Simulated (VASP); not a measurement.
# TiO2 (I4/m) in VASP: further runs

Aim: see how the results for TiO2 move with the level of theory and the settings. Levels: PBE+D3(BJ), revPBE+D4. Tasks: single point.

All numbers are computed with VASP 6.6.1; they aren't measurements. Logs are shortened: lines on timing, memory, paths and dates and some standing lists are left out, and cuts for length are marked.

## Step 1: The cell of the first run

It takes space group I4/m (No. 87, tetragonal). Conventional cell: a = 8.740 Å, b = 8.740 Å, c = 3.759 Å, α = 90.00°, β = 90.00°, γ = 90.00°. Within 2.4 Å of Ti (site symmetry m) lie 6 O at 1.77 to 2.35 Å. Within 2.7 Å of O (site symmetry m) lie 4 Ti at 1.95 to 2.35 Å and 5 O at 2.66 Å. O (site symmetry m) has 2 Ti at 1.77 to 1.84 Å within 2.4 Å.

## Step 2: Single point, PBE+D3(BJ)

The input, INCAR:

```
SYSTEM = TiO2
PREC = Accurate
ENCUT = 520
EDIFF = 1E-7
ISMEAR = -1
SIGMA = 0.05
LREAL = .False.
LASPH = .True.
NELM = 60
ALGO = Normal
ISIF = 2
LWAVE = .False.
LCHARG = .True.
GGA = PE
IVDW = 12
LELF = .True.
LVHAR = .True.
NBANDS = 60
```

The input, KPOINTS:

```
Automatic mesh
0
Gamma
  8 8 8
  0 0 0
```

The input, POSCAR:

```
TiO2
1.0
   -4.3697821631      4.3697821631      1.8793982547
    4.3697821631     -4.3697821631      1.8793982547
    4.3697821631      4.3697821631     -1.8793982547
Ti O
4 8
Direct
    0.2906702621      0.9899189290      0.2805891911
    0.0100810710      0.2906702621      0.3007513332
    0.9899189290      0.7093297379      0.6992486668
    0.7093297379      0.0100810710      0.7194108089
    0.4954199130      0.8478770029      0.3432969159
    0.1625929001      0.1568611084      0.3194540085
    0.1521229971      0.4954199130      0.6475429101
    0.1568611084      0.8374070999      0.9942682083
    0.8431388916      0.1625929001      0.0057317917
    0.8478770029      0.5045800870      0.3524570899
    0.8374070999      0.8431388916      0.6805459915
    0.5045800870      0.1521229971      0.6567030841
```

Potentials or basis: VASP PAW PBE potentials, release 64 (Ti_sv, O).

On the command line:

```sh
$ cat potpaw_PBE.64/Ti_sv/POTCAR potpaw_PBE.64/O/POTCAR > POTCAR
$ mpirun -np 1 vasp_std > vasp.out
```

OUTCAR:

```text
SYSTEM = TiO2
   PREC = Accurate
   ENCUT = 520
   EDIFF = 1E-7
   ISMEAR = -1
   LREAL = .False.
   LASPH = .True.
   NELM = 60
   ISIF = 2
   GGA = PE
   IVDW = 12
 IVDW          = 12

 ion  position               nearest neighbor table
   1  0.291  0.990  0.281-   8 1.77   6 1.84  10 1.95  10 1.95   5 2.18  12 2.35
   2  0.010  0.291  0.301-   6 1.77   9 1.84   5 1.95   5 1.95   7 2.18  10 2.35
   3  0.990  0.709  0.699-  11 1.77   8 1.84  12 1.95  12 1.95  10 2.18   7 2.35
   4  0.709  0.010  0.719-   9 1.77  11 1.84   7 1.95   7 1.95  12 2.18   5 2.35
   5  0.495  0.848  0.343-   2 1.95   2 1.95   1 2.18   4 2.35
   6  0.163  0.157  0.319-   2 1.77   1 1.84
   7  0.152  0.495  0.648-   4 1.95   4 1.95   2 2.18   3 2.35
   8  0.157  0.837  0.994-   1 1.77   3 1.84
   9  0.843  0.163  0.006-   4 1.77   2 1.84
  10  0.848  0.505  0.352-   1 1.95   1 1.95   3 2.18   2 2.35
  11  0.837  0.843  0.681-   3 1.77   4 1.84
  12  0.505  0.152  0.657-   3 1.95   3 1.95   4 2.18   1 2.35

  LATTYP: Found a body centered tetragonal cell.
 ALAT       =     8.7395643262
 C/A-ratio  =     0.4300896897

  Lattice vectors:

 A1 = (  -4.3697821631,   4.3697821631,   1.8793982547)
 A2 = (   4.3697821631,  -4.3697821631,   1.8793982547)
 A3 = (   4.3697821631,   4.3697821631,  -1.8793982547)

Analysis of symmetry for initial positions (statically):
=====================================================================
 Subroutine PRICEL returns:
 Original cell was already a primitive cell.

 Routine SETGRP: Setting up the symmetry group for a
 body centered tetragonal supercell.

 Subroutine GETGRP returns: Found  8 space group operations
 (whereof  8 operations were pure point group operations)
 out of a pool of 16 trial point group operations.

The static configuration has the point symmetry C_4h.

Analysis of symmetry for dynamics (positions and initial velocities):
=====================================================================
 Subroutine PRICEL returns:
 Original cell was already a primitive cell.

 Routine SETGRP: Setting up the symmetry group for a
 body centered tetragonal supercell.

 Subroutine GETGRP returns: Found  8 space group operations
 (whereof  8 operations were pure point group operations)
 out of a pool of 16 trial point group operations.

The dynamic configuration has the point symmetry C_4h.

 Subroutine INISYM returns: Found  8 space group operations
 (whereof  8 operations are pure point group operations),
 and found     1 'primitive' translations

----------------------------------------------------------------------------------------

                                     Primitive cell

  volume of cell :     143.5484

  direct lattice vectors                    reciprocal lattice vectors
    -4.369782163  4.369782163  1.879398255     0.000000000  0.114422180  0.266042601
     4.369782163 -4.369782163  1.879398255     0.114422180  0.000000000  0.266042601
     4.369782163  4.369782163 -1.879398255     0.114422180  0.114422180  0.000000000

  length of vectors
     6.459266994  6.459266994  6.459266994     0.289605077  0.289605077  0.161817398

  position of ions in fractional coordinates (direct lattice)
     0.290670262  0.989918929  0.280589191
     0.010081071  0.290670262  0.300751333
     0.989918929  0.709329738  0.699248667
     0.709329738  0.010081071  0.719410809
     0.495419913  0.847877003  0.343296916
     0.162592900  0.156861108  0.319454009
     0.152122997  0.495419913  0.647542910
     0.156861108  0.837407100  0.994268208
     0.843138892  0.162592900  0.005731792
     0.847877003  0.504580087  0.352457090
     0.837407100  0.843138892  0.680545991
     0.504580087  0.152122997  0.656703084

  ion indices of the primitive-cell ions
   primitive index   ion index
                 1           1
                 2           2
                 3           3
                 4           4
                 5           5
                 6           6
                 7           7
                 8           8
                 9           9
                10          10
                11          11
                12          12

----------------------------------------------------------------------------------------

 KPOINTS: Automatic mesh

Automatic generation of k-mesh.
 Grid dimensions read from file:
 generate k-points for:    8    8    8

 Generating k-lattice:

  Cartesian coordinates                     Fractional coordinates (reciprocal lattice)
     0.000000000  0.014302772  0.033255325     0.125000000  0.000000000  0.000000000
     0.014302772  0.000000000  0.033255325     0.000000000  0.125000000  0.000000000
     0.014302772  0.014302772  0.000000000     0.000000000  0.000000000  0.125000000

  Length of vectors
     0.036200635  0.036200635  0.020227175

  Shift w.r.t. Gamma in fractional coordinates (k-lattice)
     0.000000000  0.000000000  0.000000000

 Subroutine IBZKPT returns following result:
 ===========================================

 Found     78 irreducible k-points:

 Following reciprocal coordinates:
            Coordinates               Weight
  0.000000  0.000000  0.000000      1.000000
  0.125000  0.000000 -0.000000      8.000000
  0.250000  0.000000 -0.000000      8.000000
  0.375000  0.000000 -0.000000      8.000000
  0.500000  0.000000 -0.000000      4.000000
  0.125000  0.125000 -0.000000      8.000000
[... 16 lines left out ...]
 -0.375000  0.250000  0.000000      8.000000
 -0.250000  0.375000 -0.000000      8.000000
 [... further k-points ...]
   k-points           NKPTS =     78   k-points in BZ     NKDIM =     78   number of bands    NBANDS=     60
   number of dos      NEDOS =    301   number of ions     NIONS =     12
   total plane-waves  NPLWV = 110592
   dimension x,y,z NGX =    48 NGY =   48 NGZ =   48
   dimension x,y,z NGXF=    96 NGYF=   96 NGZF=   96
   ions per type =               4   8
   NGX,Y,Z   is equivalent  to a cutoff of  12.35, 12.35, 12.35 a.u.
   NGXF,Y,Z  is equivalent  to a cutoff of  24.71, 24.71, 24.71 a.u.
 SYSTEM =  TiO2
   PREC   = accura    normal or accurate (medium, high low for compatibility)
   ISTART =      0    job   : 0-new  1-cont  2-samecut
   ICHARG =      2    charge: 1-file 2-atom 10-const
   ISPIN  =      1    spin polarized calculation?
   LNONCOLLINEAR =      F non collinear calculations
   LSORBIT =      F    spin-orbit coupling
   LASPH  =      T    aspherical Exc in radial PAW
   ENCUT  =  520.0 eV  38.22 Ry    6.18 a.u.  12.01 12.01 12.01*2*pi/ulx,y,z
   NELM   =     60;   NELMIN=  2; NELMDL= -5     # of ELM steps
   EDIFF  = 0.1E-06   stopping-criterion for ELM
   LREAL  =      F    real-space projection
   EDIFFG = 0.1E-05   stopping-criterion for IOM
   NSW    =      0    number of steps for IOM
   IBRION =     -1    ionic relax: 0-MD 1-quasi-New 2-CG
   NFREE  =      0    steps in history (QN), initial steepest desc. (CG)
   ISIF   =      2    stress and relaxation
   ISYM   =      2    0-nonsym 1-usesym 2-fastsym
   POTIM  = 0.5000    time-step for ionic-motion
   TEBEG  =    0.0;   TEEND  =   0.0 temperature during run
   PSTRESS=    0.0 pullay stress
   NELECT =      96.0000    total number of electrons
   NUPDOWN=      -1.0000    fix difference up-down
   EMIN   =  10.00;   EMAX   =-10.00  energy-range for DOS
   EFERMI =   0.00;   METHOD = LEGACY
   ISMEAR =    -1;   SIGMA  =   0.05  broadening in eV -4-tet -1-fermi 0-gaus
   EFERMI_NEDOS =   21; number of points for ismear=-14 and -15
   IALGO  =     38    algorithm
   IMIX   =      4    mixing-type and parameters
     AMIX     =   0.40;   BMIX     =  1.00
     AMIX_MAG =   1.60;   BMIX_MAG =  1.00
  volume/ion in A,a.u.               =      11.96        80.73
  Fermi-wavevector in a.u.,A,eV,Ry     =   1.431635  2.705399 27.886230  2.049580
  Thomas-Fermi vector in A             =   2.551350
   LORBIT       =      0    0 simple, 1 ext, 2 COOP (PROOUT), +10 PAW based schemes
   GGA     = PE    functional components
   LHFCALC =     F    Hartree Fock is set to
   AEXX    =    0.0000 exact exchange contribution
   IVDW    =    12    specifies the selected vdW correction
   LEPSILON=     F    determine dielectric tensor
   LRPA    =     F    only Hartree local field effects (RPA)
 non-spin polarized calculation
  energy-cutoff  :      520.00
  volume of cell :      143.55
 maximum number of plane-waves:      3898
   NGX = 25   NGY = 25   NGZ = 25

 number of electron      96.0000010 magnetization

 Free energy of the ion-electron system (eV)
  ---------------------------------------------------
  ext. energy  EPLUGINS =         0.00000000
  ---------------------------------------------------
  free energy    TOTEN  =      -107.30810881 eV

  energy without entropy =     -107.30810881  energy(sigma->0) =     -107.30810881

 E-fermi :   3.9265     XC(G=0): -10.3990

 val. band max:        2.9676141464   @ k =   0.5000   0.5000   0.5000
 cond. band min:       4.8490708588   @ k =   0.0000   0.0000   0.0000
 fundamental gap:      1.8814567124
 Fermi energy:         3.9264757691

 k-point     1 :       0.0000    0.0000    0.0000
  band No.  band energies     occupation
      1     -53.3319      2.00000
      2     -53.3139      2.00000
      3     -53.3139      2.00000
      4     -53.2985      2.00000
      5     -29.7664      2.00000
      6     -29.7430      2.00000
[... 52 lines left out ...]
     59       7.7903      0.00000
     60       7.8568      0.00000

 k-point     2 :       0.1250    0.0000   -0.0000
  band No.  band energies     occupation
      1     -53.3303      2.00000
      2     -53.3136      2.00000
      3     -53.3136      2.00000
      4     -53.2994      2.00000
      5     -29.7604      2.00000
      6     -29.7416      2.00000
[... 1383 lines left out ...]
      4     -53.3009      2.00000
      5     -29.7513      2.00000
      6     -29.7369      2.00000
[... 52 lines left out ...]
     59       7.5257      0.00000
     60       7.6951      0.00000

 [... further k-points ...]

------------------------ aborting loop because EDIFF is reached ----------------------------------------

 Edisp (eV)   -2.57924

 E8    (eV) :    -1.0243

  FORCE on cell =-STRESS in cart. coord.  units (eV):
  Direction    XX          YY          ZZ          XY          YZ          ZX
  --------------------------------------------------------------------------------------
  -------------------------------------------------------------------------------------
  Total       0.57199     0.57199     0.41501     0.00000     0.00000     0.00000
  in kB       6.38414     6.38414     4.63198     0.00002     0.00000     0.00000
  external pressure =        5.80 kB  Pullay stress =        0.00 kB

 VOLUME and BASIS-vectors are now :
 -----------------------------------------------------------------------------
  energy-cutoff  :      520.00
  volume of cell :      143.55
      direct lattice vectors                 reciprocal lattice vectors
    -4.369782163  4.369782163  1.879398255     0.000000000  0.114422180  0.266042601
     4.369782163 -4.369782163  1.879398255     0.114422180  0.000000000  0.266042601
     4.369782163  4.369782163 -1.879398255     0.114422180  0.114422180  0.000000000

 POSITION                                       TOTAL-FORCE (eV/Angst)
 -----------------------------------------------------------------------------------
      4.28168     -1.82945      1.87940         0.020126      0.085855      0.000000
      2.54033      0.08810     -0.00000         0.085855     -0.020126      0.000000
      1.82945      4.28168      1.87940        -0.085855      0.020126     -0.000000
      0.08810      6.19923      0.00000        -0.020126     -0.085855     -0.000000
      3.04029     -0.04003      1.87940         0.009270      0.001198      0.000000
      1.37090      1.42099      0.00000        -0.015878      0.029107      0.000000
      4.32975      1.32949      0.00000         0.001198     -0.009270      0.000000
      7.31857      1.37090      0.00000        -0.029107     -0.015878      0.000000
     -2.94879      2.99888      1.87940         0.029107      0.015878     -0.000000
      0.04003      3.04029      1.87940        -0.001198      0.009270      0.000000
      2.99888      2.94879      1.87940         0.015878     -0.029107     -0.000000
      1.32949      4.40981      0.00000        -0.009270     -0.001198      0.000000
 -----------------------------------------------------------------------------------
    total drift:                               -0.000000      0.000000      0.000000

  FREE ENERGIE OF THE ION-ELECTRON SYSTEM (eV)
  ---------------------------------------------------
  free  energy   TOTEN  =      -109.8873504233 eV

  energy  without entropy=     -109.8873504230  energy(sigma->0) =     -109.88735042
```

Wall time 16 min (1 thread of Intel Xeon Platinum 8488C (Sapphire Rapids), shared host); peak memory 0.64 GiB.

What came out:

| Item | Value |
| --- | --- |
| Free energy | -109.8874 eV |
| Pressure | 0.6 GPa |
| Largest force | 0.088 eV/Å |
| Band gap on the k mesh | 1.88 eV (least direct gap 2.54 eV) |
| Dispersion energy per atom | -0.215 eV |

Forces on the atoms (eV/Å):
```
Ti   0.020  0.086  0.000
Ti   0.086 -0.020  0.000
Ti  -0.086  0.020  0.000
Ti  -0.020 -0.086  0.000
O    0.009  0.001  0.000
O   -0.016  0.029  0.000
O    0.001 -0.009  0.000
O   -0.029 -0.016  0.000
O    0.029  0.016  0.000
O   -0.001  0.009  0.000
O    0.016 -0.029  0.000
O   -0.009 -0.001  0.000
```

Stress tensor (GPa, compression positive):
```
0.64 0.00 0.00
0.00 0.64 0.00
0.00 0.00 0.46
```

A k mesh can miss the band edges.

## Step 3: Single point, revPBE+D4

This run uses another cell than the first one, of 11.93 Å³/atom.

The input, INCAR:

```
ALGO     = Normal         # electronic algorithm
EDIFF    = 1E-7           # SCF threshold, eV
ENCUT    = 520            # plane-wave cutoff, eV
GGA      = RE             # functional
ISIF     = 2              # what is computed and relaxed
ISMEAR   = -1             # smearing method
IVDW     = 13             # dispersion correction
LASPH    = T              # aspherical terms in the spheres
LCHARG   = F              # write CHGCAR
LREAL    = F              # projectors in reciprocal space
LWAVE    = F              # write WAVECAR
NBANDS   = 60             # bands
NELM     = 80             # most SCF steps
PREC     = Accurate       # precision mode
SIGMA    = 0.05           # smearing width, eV
```

The input, KPOINTS:

```
k-points
0
Gamma
  8 8 8
```

The input, POSCAR:

```
TiO2
1.0
   -4.3804786335      4.3804786335      1.8659478822
    4.3804786335     -4.3804786335      1.8659478822
    4.3804786335      4.3804786335     -1.8659478822
Ti O
4 8
Direct
    0.2895594542      0.9851630078      0.2747224620
    0.0148369922      0.2895594542      0.3043964464
    0.9851630078      0.7104405458      0.6956035536
    0.7104405458      0.0148369922      0.7252775380
    0.4927027084      0.8473906661      0.3400933745
    0.1640641676      0.1553119790      0.3193761466
    0.1526093339      0.4927027084      0.6453120423
    0.1553119790      0.8359358324      0.9912478114
    0.8446880210      0.1640641676      0.0087521886
    0.8473906661      0.5072972916      0.3546879577
    0.8359358324      0.8446880210      0.6806238534
    0.5072972916      0.1526093339      0.6599066255
```

Potentials or basis: VASP PAW PBE potentials, release 64 (Ti_sv, O).

On the command line:

```sh
$ cat potpaw_PBE.64/Ti_sv/POTCAR potpaw_PBE.64/O/POTCAR > POTCAR
$ mpirun -np 1 vasp_std > vasp.out
```

It took 14 min on 1 thread of AMD EPYC 9R45 (Zen 5), shared host; peak memory 0.6 GiB.

It converged, with:

- Free energy: -107.6030 eV
- Pressure: 0.5 GPa
- Largest force: 0.071 eV/Å
- Band gap on the k mesh: 2.18 eV (least direct gap 2.79 eV)
- Dispersion energy per atom: -0.371 eV

Forces on the atoms (eV/Å):
```
Ti   0.021  0.067  0.000
Ti   0.067 -0.021  0.000
Ti  -0.067  0.021  0.000
Ti  -0.021 -0.067  0.000
O    0.010  0.002  0.000
O   -0.020  0.030  0.000
O    0.002 -0.010  0.000
O   -0.030 -0.020  0.000
O    0.030  0.020  0.000
O   -0.002  0.010  0.000
O    0.020 -0.030  0.000
O   -0.010 -0.002  0.000
```

Stress tensor (GPa, compression positive):
```
0.56 0.00 0.00
0.00 0.56 0.00
0.00 0.00 0.44
```

Levels at points of the mesh, in eV from the valence-band top:
| k point | band 46 | band 47 | band 48 | band 49 | band 50 | band 51 |
| --- | --- | --- | --- | --- | --- | --- |
| (0.00, 0.00, 0.00) | -0.78 | -0.78 | -0.63 | 2.18 | 3.23 | 3.23 |
| (0.50, 0.00, 0.00) | -0.66 | -0.58 | -0.33 | 3.07 | 3.40 | 3.42 |
| (0.50, 0.50, 0.00) | -0.86 | -0.78 | -0.59 | 2.63 | 2.77 | 3.01 |
| (0.50, 0.50, 0.50) | -0.92 | -0.92 | 0.00 | 3.01 | 3.01 | 3.16 |

Caveat: the PAW data sets were made with another functional, which shifts forces and pressure a little.
